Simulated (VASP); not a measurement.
# CoPtO2 in VASP: notebook

CoPtO2 is run at these levels: PBEsol; tasks: single point.

Program: VASP 6.6.1. These are calculated values, not measurements. Logs are shortened: lines on timing, memory, paths and dates and some standing lists are left out, and cuts for length are marked.

## (1) The cell of the first run

The cell holds a slab with vacuum, 8 atoms: a = 2.810 Å, b = 2.810 Å, c = 24.812 Å, α = 90.00°, β = 90.00°, γ = 120.00°.

## (2) Single point, PBEsol

File INCAR:

```
PREC     = Accurate       # precision mode
ENCUT    = 520            # plane-wave cutoff, eV
EDIFF    = 1E-6           # SCF threshold, eV
ISMEAR   = 0              # smearing method
SIGMA    = 0.1            # smearing width, eV
LREAL    = False          # projectors in reciprocal space
LASPH    = True           # aspherical terms in the spheres
NELM     = 60             # most SCF steps
ALGO     = Normal         # electronic algorithm
ISIF     = 2              # what is computed and relaxed
LWAVE    = False          # write WAVECAR
LCHARG   = False          # write CHGCAR
LDIPOL   = True         
IDIPOL   = 3            
DIPOL    = 0.5 0.5 0.490
GGA      = PS             # functional
NBANDS   = 41             # bands
```

File KPOINTS:

```
regular mesh
0
Gamma
  12 12 1
```

File POSCAR:

```
CoPtO2
1.0
    2.8101831228      0.0000000000      0.0000000000
   -1.4050915614      2.4336899736      0.0000000000
    0.0000000000      0.0000000000     24.8115356445
O Co Pt
4 2 2
Direct
    0.0000000000      0.0000000000      0.3022787508
    0.6666666667      0.3333333333      0.3799221426
    0.6666666667      0.3333333333      0.5400259525
    0.3333333333      0.6666666667      0.6176693443
    0.3333333333      0.6666666667      0.3411004467
    0.0000000000      0.0000000000      0.5788476484
    0.6666666667      0.3333333333      0.4599740475
    0.3333333333      0.6666666667      0.6977212492
```

Potentials or basis: VASP PAW PBE potentials, release 64 (O, Co, Pt).

The run is started by

```console
cat potpaw_PBE.64/O/POTCAR potpaw_PBE.64/Co/POTCAR potpaw_PBE.64/Pt/POTCAR > POTCAR
mpirun -np 1 vasp_std > vasp.out
```

OUTCAR:

```text
PREC = Accurate
   ENCUT = 520
   EDIFF = 1E-6
   ISMEAR = 0
   LREAL = False
   LASPH = True
   NELM = 60
   ISIF = 2
   GGA = PS

 ion  position               nearest neighbor table
   1  0.000  0.000  0.302-   5 1.89   5 1.89   5 1.89
   2  0.667  0.333  0.380-   5 1.89   5 1.89   5 1.89   7 1.99
   3  0.667  0.333  0.540-   6 1.89   6 1.89   6 1.89   7 1.99
   4  0.333  0.667  0.618-   6 1.89   6 1.89   6 1.89   8 1.99
   5  0.333  0.667  0.341-   2 1.89   1 1.89   2 1.89   1 1.89   1 1.89   2 1.89
   6  0.000  0.000  0.579-   3 1.89   4 1.89   4 1.89   3 1.89   3 1.89   4 1.89
   7  0.667  0.333  0.460-   2 1.99   3 1.99
   8  0.333  0.667  0.698-   4 1.99

  LATTYP: Found a hexagonal cell.
 ALAT       =     2.8101831228
 C/A-ratio  =     8.8291526069

  Lattice vectors:

 A1 = (   2.8101831228,   0.0000000000,   0.0000000000)
 A2 = (  -1.4050915614,   2.4336899736,   0.0000000000)
 A3 = (   0.0000000000,   0.0000000000,  24.8115356445)

Analysis of symmetry for initial positions (statically):
=====================================================================
 Subroutine PRICEL returns:
 Original cell was already a primitive cell.

 Routine SETGRP: Setting up the symmetry group for a
 hexagonal supercell.

 Subroutine GETGRP returns: Found  6 space group operations
 (whereof  6 operations were pure point group operations)
 out of a pool of 24 trial point group operations.

The static configuration has the point symmetry C_3v.

Analysis of symmetry for dynamics (positions and initial velocities):
=====================================================================
 Subroutine PRICEL returns:
 Original cell was already a primitive cell.

 Routine SETGRP: Setting up the symmetry group for a
 hexagonal supercell.

 Subroutine GETGRP returns: Found  6 space group operations
 (whereof  6 operations were pure point group operations)
 out of a pool of 24 trial point group operations.

The dynamic configuration has the point symmetry C_3v.

 Subroutine INISYM returns: Found  6 space group operations
 (whereof  6 operations are pure point group operations),
 and found     1 'primitive' translations

----------------------------------------------------------------------------------------

                                     Primitive cell

  volume of cell :     169.6889

  direct lattice vectors                    reciprocal lattice vectors
     2.810183123  0.000000000  0.000000000     0.355848696  0.205449340  0.000000000
    -1.405091561  2.433689974  0.000000000     0.000000000  0.410898681  0.000000000
     0.000000000  0.000000000 24.811535645     0.000000000  0.000000000  0.040303833

  length of vectors
[... 106 lines left out ...]
   IMIX   =      4    mixing-type and parameters
     AMIX     =   0.40;   BMIX     =  1.00
     AMIX_MAG =   1.60;   BMIX_MAG =  1.00
  volume/ion in A,a.u.               =      21.21       143.14
  Fermi-wavevector in a.u.,A,eV,Ry     =   1.170364  2.211667 18.636600  1.369751
  Thomas-Fermi vector in A             =   2.306823
   LORBIT       =      0    0 simple, 1 ext, 2 COOP (PROOUT), +10 PAW based schemes
   GGA     = PS    functional components
   LHFCALC =     F    Hartree Fock is set to
   AEXX    =    0.0000 exact exchange contribution
   IVDW    =     0    specifies the selected vdW correction
   LEPSILON=     F    determine dielectric tensor
   LRPA    =     F    only Hartree local field effects (RPA)
 non-spin polarized calculation
 Gauss-broadening in eV      SIGMA  =   0.10
  energy-cutoff  :      520.00
  volume of cell :      169.69
 maximum number of plane-waves:      4612
 NGX is ok and might be reduce to    24
   NGX = 11   NGY = 11   NGZ = 93

 dipolmoment           0.000000      0.000000      0.012827 electrons x Angstroem

 number of electron      62.0000014 magnetization

 dipolmoment           0.000000      0.000000     -0.091545 electrons x Angstroem

 Free energy of the ion-electron system (eV)
  ---------------------------------------------------
  ext. energy  EPLUGINS =         0.00000000
  ---------------------------------------------------
  free energy    TOTEN  =       -55.59002739 eV

  energy without entropy =      -55.53980561  energy(sigma->0) =      -55.56491650

 E-fermi :   0.5872     XC(G=0):  -6.8445

 val. band max:        0.5764244424   @ k =   0.1667   0.0833   0.0000
 cond. band min:       0.5937429676   @ k =   0.4167   0.0000   0.0000
 fundamental gap:      0.0173185251
 Fermi energy:         0.5872324910

 k-point     1 :       0.0000    0.0000    0.0000
  band No.  band energies     occupation
      1     -21.0528      2.00000
      2     -20.0400      2.00000
      3     -19.3399      2.00000
      4     -17.4837      2.00000
      5      -8.7680      2.00000
      6      -7.2272      2.00000
[... 825 lines left out ...]
     40       8.3310      0.00000
     41       8.3321      0.00000

------------------------ aborting loop because EDIFF is reached ----------------------------------------

 vacuum level on the upper side and lower side of the slab       (xc-potential included)        -1.605         0.785

  FORCE on cell =-STRESS in cart. coord.  units (eV):
  Direction    XX          YY          ZZ          XY          YZ          ZX
  --------------------------------------------------------------------------------------
  -------------------------------------------------------------------------------------
  Total       -3.0923494     -3.0923494      1.6846309      0.0000000      0.0000000      0.0000000
  in kB      -29.1974966    -29.1974966     15.9060306      0.0000000      0.0000000      0.0000000
  external PRESSURE =     -14.1629875 kB  Pullay stress =       0.0000000 kB

 VOLUME and BASIS-vectors are now :
 -----------------------------------------------------------------------------
  energy-cutoff  :      520.00
  volume of cell :      169.69
      direct lattice vectors                 reciprocal lattice vectors
     2.810183123  0.000000000  0.000000000     0.355848696  0.205449340  0.000000000
    -1.405091561  2.433689974  0.000000000     0.000000000  0.410898681  0.000000000
     0.000000000  0.000000000 24.811535645     0.000000000  0.000000000  0.040303833

 POSITION                                       TOTAL-FORCE (eV/Angst)
 -----------------------------------------------------------------------------------
      0.00000      0.00000      7.50000         0.000000      0.000000      1.253910
      1.40509      0.81123      9.42645        -0.000000      0.000000      0.297667
      1.40509      0.81123     13.39887        -0.000000      0.000000     -0.092182
     -0.00000      1.62246     15.32532         0.000000     -0.000000     -0.555754
     -0.00000      1.62246      8.46323         0.000000      0.000000     -1.600647
      0.00000      0.00000     14.36210         0.000000      0.000000      0.093992
      1.40509      0.81123     11.41266         0.000000      0.000000     -0.178324
     -0.00000      1.62246     17.31154         0.000000      0.000000      0.781338
 -----------------------------------------------------------------------------------
    total drift:                               -0.000000     -0.000000     -0.001338

  FREE ENERGIE OF THE ION-ELECTRON SYSTEM (eV)
  ---------------------------------------------------
  free  energy   TOTEN  =       -55.5900273933 eV

  energy  without entropy=      -55.5398056092  energy(sigma->0) =      -55.56491650

 vacuum level on the upper side and lower side of the slab         5.493         7.930
```

OSZICAR:

```text
N       E                     dE             d eps       ncg     rms          rms(c)
DAV:   1     0.621438499696E+03    0.62144E+03   -0.28782E+04  1558   0.147E+03
DAV:   2     0.213990386531E+02   -0.60004E+03   -0.53562E+03  1803   0.369E+02
DAV:   3    -0.631909710155E+02   -0.84590E+02   -0.80997E+02  1844   0.161E+02
[... 28 lines left out ...]
DAV:  32    -0.555900104736E+02   -0.12393E-04   -0.12914E-05  2289   0.413E-02    0.359E-02
DAV:  33    -0.555900130605E+02   -0.25869E-05   -0.13714E-06  1252   0.101E-02    0.334E-02
DAV:  34    -0.555900232215E+02   -0.10161E-04   -0.71020E-06  1790   0.264E-02    0.301E-02
DAV:  35    -0.555900270493E+02   -0.38279E-05   -0.48275E-06  1738   0.142E-02    0.191E-02
DAV:  36    -0.555900273933E+02   -0.34393E-06   -0.35099E-07  1193   0.642E-03
   1 F= -.55590027E+02 E0= -.55564917E+02  d E =-.502218E-01
```

It took 3.5 min on 1 thread of Intel Xeon 6975P-C (Granite Rapids), shared host; peak memory 0.38 GiB.

Results:

| Property | Result |
| --- | --- |
| Free energy | -55.5900 eV |
| Largest force | 1.601 eV/Å |
| Band gap on the k mesh | zero (band 31 reaches 0.94 eV, above the bottom of band 32 at 0.14 eV) |

Forces in eV/Å, atoms in the order of the input:
```
O    0.000  0.000  1.254
O    0.000  0.000  0.298
O    0.000  0.000 -0.092
O    0.000  0.000 -0.556
Co   0.000  0.000 -1.601
Co   0.000  0.000  0.094
Pt   0.000  0.000 -0.178
Pt   0.000  0.000  0.781
```

Levels at points of the mesh, in eV from the Fermi level:
| k point | band 29 | band 30 | band 31 | band 32 | band 33 | band 34 |
| --- | --- | --- | --- | --- | --- | --- |
| (0.00, 0.00, 0.00) | -1.13 | -0.69 | -0.69 | -0.45 | -0.03 | 1.72 |
| (0.50, 0.00, 0.00) | -0.12 | -0.05 | 0.35 | 0.81 | 1.54 | 1.58 |

Caveat: the PAW data sets were made with another functional, which shifts forces and pressure a little; spin-orbit coupling is left out, which moves the levels of the heavy elements; the run has no spin polarisation, though such a crystal can be magnetic; semilocal functionals often make such compounds metallic where correlation or magnetic order opens a gap, which also shifts bond lengths. Spin polarisation is off, so any magnetic state and its effect on volume and gap are missing.

(Continued in part 2 of 2.)
